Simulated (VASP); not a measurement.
# HfO2 (P1) in VASP: single point with PBE

Aim: the single point of HfO2 with PBE.

Everything below comes from runs of VASP 6.6.1. Logs are shortened: lines on timing, memory, paths and dates and some standing lists are left out, and cuts for length are marked.

### 1 The cell of the first run

The typed cell holds 3 atoms: a = 3.179 Å, b = 3.258 Å, c = 5.648 Å, α = 87.78°, β = 91.97°, γ = 120.43°.

### 2 Single point, PBE (atoms moved at random and the cell strained at random)

The input, INCAR:

```
SYSTEM = HfO2
ALGO = Normal ; EDIFF = 1E-6
ENCUT = 520 ; GGA = PE
ISIF = 2 ; ISMEAR = 0
LASPH = .TRUE. ; LCHARG = .TRUE.
LELF = .TRUE. ; LREAL = .FALSE.
LVHAR = .TRUE. ; LWAVE = .FALSE.
NBANDS = 18 ; NELM = 100
PREC = Accurate ; SIGMA = 0.05
```

The input, KPOINTS:

```
k-points
0
G
  12 12 6
  0 0 0
```

The input, POSCAR:

```
HfO2
1.0
    3.1779523455     -0.0345923422     -0.0554131576
   -1.6189340200      2.8269080223      0.0632669463
   -0.0954452226      0.0707256432      5.6463114691
Hf O
1 2
Direct
    0.0466313570      0.0230018654      0.0077490425
    0.2774020316      0.6600141141      0.1565561226
    0.6759666114      0.3169840205      0.8356948349
```

Potentials or basis: VASP PAW PBE potentials, release 64 (Hf_pv, O).

Run with:

```sh
$ cat potpaw_PBE.64/Hf_pv/POTCAR potpaw_PBE.64/O/POTCAR > POTCAR
$ mpirun -np 1 vasp_std > vasp.out
```

OUTCAR:

```text
SYSTEM = HfO2
   EDIFF = 1E-6
   ENCUT = 520
   GGA = PE
   ISIF = 2
   ISMEAR = 0
   LASPH = .TRUE.
   LREAL = .FALSE.
   NELM = 100
   PREC = Accurate

 ion  position               nearest neighbor table
   1  0.047  0.023  0.008-   2 1.84   3 2.00   2 2.03   3 2.06   3 2.23   2 2.28
   2  0.277  0.660  0.157-   1 1.84   1 2.03   1 2.28
   3  0.676  0.317  0.836-   1 2.00   1 2.06   1 2.23

  LATTYP: Found a triclinic cell.
 ALAT       =     3.2582754693
 B/A-ratio  =     0.9815210881
 C/A-ratio  =     1.7332975806
 COS(alpha) =     0.0051509330
 COS(beta)  =     0.0386754700
 COS(gamma) =     0.5153623582

  Lattice vectors:

 A1 = (   1.6189340200,  -2.8269080223,  -0.0632669463)
 A2 = (  -1.5590183255,  -2.7923156801,  -0.0078537887)
 A3 = (   0.0954452226,  -0.0707256432,  -5.6463114691)

Analysis of symmetry for initial positions (statically):
=====================================================================
 Subroutine PRICEL returns:
 Original cell was already a primitive cell.

 Routine SETGRP: Setting up the symmetry group for a
 triclinic supercell.

 Subroutine GETGRP returns: Found  1 space group operations
 (whereof  1 operations were pure point group operations)
 out of a pool of  2 trial point group operations.

The static configuration has the point symmetry C_1 .

Analysis of symmetry for dynamics (positions and initial velocities):
=====================================================================
 Subroutine PRICEL returns:
 Original cell was already a primitive cell.

 Routine SETGRP: Setting up the symmetry group for a
 triclinic supercell.

 Subroutine GETGRP returns: Found  1 space group operations
 (whereof  1 operations were pure point group operations)
 out of a pool of  2 trial point group operations.

The dynamic configuration has the point symmetry C_1 .

 Subroutine INISYM returns: Found  1 space group operations
 (whereof  1 operations are pure point group operations),
 and found     1 'primitive' translations

----------------------------------------------------------------------------------------

                                     Primitive cell

  volume of cell :      50.3864

  direct lattice vectors                    reciprocal lattice vectors
[... 86 lines left out ...]
   LASPH  =      T    aspherical Exc in radial PAW
   ENCUT  =  520.0 eV  38.22 Ry    6.18 a.u.   5.91  6.06 10.50*2*pi/ulx,y,z
   NELM   =    100;   NELMIN=  2; NELMDL= -5     # of ELM steps
   EDIFF  = 0.1E-05   stopping-criterion for ELM
   LREAL  =      F    real-space projection
   EDIFFG = 0.1E-04   stopping-criterion for IOM
   NSW    =      0    number of steps for IOM
   IBRION =     -1    ionic relax: 0-MD 1-quasi-New 2-CG
   NFREE  =      0    steps in history (QN), initial steepest desc. (CG)
   ISIF   =      2    stress and relaxation
   ISYM   =      2    0-nonsym 1-usesym 2-fastsym
   POTIM  = 0.5000    time-step for ionic-motion
   TEBEG  =    0.0;   TEEND  =   0.0 temperature during run
   PSTRESS=    0.0 pullay stress
   NELECT =      22.0000    total number of electrons
   NUPDOWN=      -1.0000    fix difference up-down
   EMIN   =  10.00;   EMAX   =-10.00  energy-range for DOS
   EFERMI =   0.00;   METHOD = LEGACY
   ISMEAR =     0;   SIGMA  =   0.05  broadening in eV -4-tet -1-fermi 0-gaus
   EFERMI_NEDOS =   21; number of points for ismear=-14 and -15
   IALGO  =     38    algorithm
   IMIX   =      4    mixing-type and parameters
     AMIX     =   0.40;   BMIX     =  1.00
     AMIX_MAG =   1.60;   BMIX_MAG =  1.00
  volume/ion in A,a.u.               =      16.80       113.34
  Fermi-wavevector in a.u.,A,eV,Ry     =   1.241971  2.346984 20.986864  1.542491
  Thomas-Fermi vector in A             =   2.376345
   LORBIT       =      0    0 simple, 1 ext, 2 COOP (PROOUT), +10 PAW based schemes
   GGA     = PE    functional components
   LHFCALC =     F    Hartree Fock is set to
   AEXX    =    0.0000 exact exchange contribution
   IVDW    =     0    specifies the selected vdW correction
   LEPSILON=     F    determine dielectric tensor
   LRPA    =     F    only Hartree local field effects (RPA)
 non-spin polarized calculation
 Gauss-broadening in eV      SIGMA  =   0.05
  energy-cutoff  :      520.00
  volume of cell :       50.39
 maximum number of plane-waves:      1376
   NGX = 11   NGY = 13   NGZ = 21

 number of electron      21.9999999 magnetization

 Free energy of the ion-electron system (eV)
  ---------------------------------------------------
  ext. energy  EPLUGINS =         0.00000000
  ---------------------------------------------------
  free energy    TOTEN  =       -29.05361916 eV

  energy without entropy =      -29.05361916  energy(sigma->0) =      -29.05361916

 E-fermi :  -0.2012     XC(G=0):  -8.7712

 val. band max:       -0.5199248704   @ k =  -0.3333   0.0833   0.1667
 cond. band min:       4.1467042741   @ k =   0.5000   0.5000  -0.0000
 fundamental gap:      4.6666291445
 Fermi energy:        -0.2011696666

 k-point     1 :       0.0000    0.0000    0.0000
  band No.  band energies     occupation
      1     -29.4386      2.00000
      2     -28.9626      2.00000
      3     -28.8917      2.00000
      4     -18.1261      2.00000
      5     -15.7680      2.00000
      6      -4.7284      2.00000
[... 481 lines left out ...]
      5     -15.9685      2.00000
      6      -4.7894      2.00000
[... 10 lines left out ...]
     17      11.2536      0.00000
     18      12.9482      0.00000

 [... further k-points ...]

------------------------ aborting loop because EDIFF is reached ----------------------------------------

  FORCE on cell =-STRESS in cart. coord.  units (eV):
  Direction    XX          YY          ZZ          XY          YZ          ZX
  --------------------------------------------------------------------------------------
  -------------------------------------------------------------------------------------
  Total        6.8198205      4.6657411      3.7532261     -2.0791803     -2.2229354      4.7644852
  in kB      216.8554291    148.3604003    119.3444095    -66.1134019    -70.6845003    151.5002474
  external PRESSURE =     161.5200796 kB  Pullay stress =       0.0000000 kB

 VOLUME and BASIS-vectors are now :
 -----------------------------------------------------------------------------
  energy-cutoff  :      520.00
  volume of cell :       50.39
      direct lattice vectors                 reciprocal lattice vectors
     3.177952346 -0.034592342 -0.055413158     0.316695228  0.181298315  0.003082474
    -1.618934020  2.826908022  0.063266946     0.003798645  0.356017183 -0.004395256
    -0.095445223  0.070725643  5.646311469     0.003065498 -0.002209904  0.177186273

 POSITION                                       TOTAL-FORCE (eV/Angst)
 -----------------------------------------------------------------------------------
      0.11021      0.06396      0.04262        -2.622104      0.878791     -2.404442
     -0.20189      1.86728      0.91035         4.122240     -1.749863      3.462210
      1.55525      0.93181      4.70119        -1.500136      0.871073     -1.057768
 -----------------------------------------------------------------------------------
    total drift:                                0.000167      0.000220      0.001268

  FREE ENERGIE OF THE ION-ELECTRON SYSTEM (eV)
  ---------------------------------------------------
  free  energy   TOTEN  =       -29.0536191650 eV

  energy  without entropy=      -29.0536191650  energy(sigma->0) =      -29.05361916
```

OSZICAR:

```text
N       E                     dE             d eps       ncg     rms          rms(c)
DAV:   1     0.113734825527E+03    0.11373E+03   -0.12234E+04 15736   0.114E+03
DAV:   2    -0.286291965400E+02   -0.14236E+03   -0.13829E+03 19902   0.290E+02
DAV:   3    -0.346756402178E+02   -0.60464E+01   -0.60242E+01 19502   0.559E+01
DAV:   4    -0.347273810558E+02   -0.51741E-01   -0.51723E-01 20282   0.573E+00
DAV:   5    -0.347280693223E+02   -0.68827E-03   -0.68824E-03 18894   0.594E-01    0.706E+01
DAV:   6    -0.292094158953E+02    0.55187E+01   -0.24033E+01 16096   0.345E+01    0.538E+01
DAV:   7    -0.290914721561E+02    0.11794E+00   -0.14299E+00 17352   0.933E+00    0.236E+01
DAV:   8    -0.290586044194E+02    0.32868E-01   -0.25187E-01 21060   0.370E+00    0.390E+00
DAV:   9    -0.290529355925E+02    0.56688E-02   -0.25044E-02 16998   0.140E+00    0.225E+00
DAV:  10    -0.290535223128E+02   -0.58672E-03   -0.30805E-03 16680   0.468E-01    0.115E-01
DAV:  11    -0.290535731424E+02   -0.50830E-04   -0.44035E-04 18706   0.186E-01    0.641E-02
DAV:  12    -0.290536155940E+02   -0.42452E-04   -0.97145E-05 16200   0.870E-02    0.153E-01
DAV:  13    -0.290536170921E+02   -0.14981E-05   -0.13380E-05 17948   0.311E-02    0.373E-02
DAV:  14    -0.290536190753E+02   -0.19832E-05   -0.51932E-06 16186   0.212E-02    0.171E-02
DAV:  15    -0.290536191650E+02   -0.89630E-07   -0.42741E-07 13796   0.542E-03
   1 F= -.29053619E+02 E0= -.29053619E+02  d E =-.336254E-21
```

It took 2 min on 1 thread of Intel Xeon 6975P-C (Granite Rapids), shared host; peak memory 0.45 GiB.

Results:

```
Free energy            : -29.0536 eV
Pressure               : 16.2 GPa
Largest force          : 5.661 eV/Å
Band gap on the k mesh : 4.67 eV (least direct gap 5.11 eV)
```

Forces on the atoms (eV/Å):
```
Hf  -2.622  0.879 -2.404
O    4.122 -1.750  3.462
O   -1.500  0.871 -1.058
```

Stress tensor (GPa, compression positive):
```
21.69 -6.61 15.15
-6.61 14.84 -7.07
15.15 -7.07 11.93
```

Caveat: the cell differs from its parent crystal (atoms moved at random and the cell strained at random); the stress differs along the axes, from 12 to 22 GPa; spin-orbit coupling is left out, which moves the levels of the heavy elements; forces of over 1 eV/Å act on the atoms, so gaps and moduli don't describe the material at rest. A k mesh can miss the band edges.
